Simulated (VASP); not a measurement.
Here is a VASP 6.6.1 calculation.

Contents of INCAR:

```
PREC = Accurate
ENCUT = 520
EDIFF = 1E-8
ISMEAR = 0
SIGMA = 0.01
LREAL = False
LASPH = True
NELM = 100
ALGO = Normal
ISIF = 2
LWAVE = False
LCHARG = False
METAGGA = R2SCAN
LMIXTAU = True
IBRION = 6
NFREE = 2
POTIM = 0.015
NSW = 1
```

Contents of KPOINTS:

```
Automatic mesh
0
Gamma
  6 6 6
```

POSCAR

```
NaI
1.0
    0.0000000000      3.2171047504      3.2171047504
    3.2171047504      0.0000000000      3.2171047504
    3.2171047504      3.2171047504      0.0000000000
Na I
1 1
Direct
    0.0000000000      0.0000000000      0.0000000000
    0.5000000000      0.5000000000      0.5000000000
```

Potentials or basis: VASP PAW PBE potentials, release 64 (Na_pv, I).

Command:

```sh
$ cat potpaw_PBE.64/Na_pv/POTCAR potpaw_PBE.64/I/POTCAR > POTCAR
$ mpirun -np 1 vasp_std > vasp.out
```

Q: Predict the highest phonon frequency at Γ, LO-TO splitting left out.

A: 116 cm⁻¹.

Phonon frequencies in cm⁻¹ (negative: imaginary):
| q point | frequencies |
| --- | --- |
| (0.000, 0.000, 0.000) | -2 -2 -2 116 116 116 |
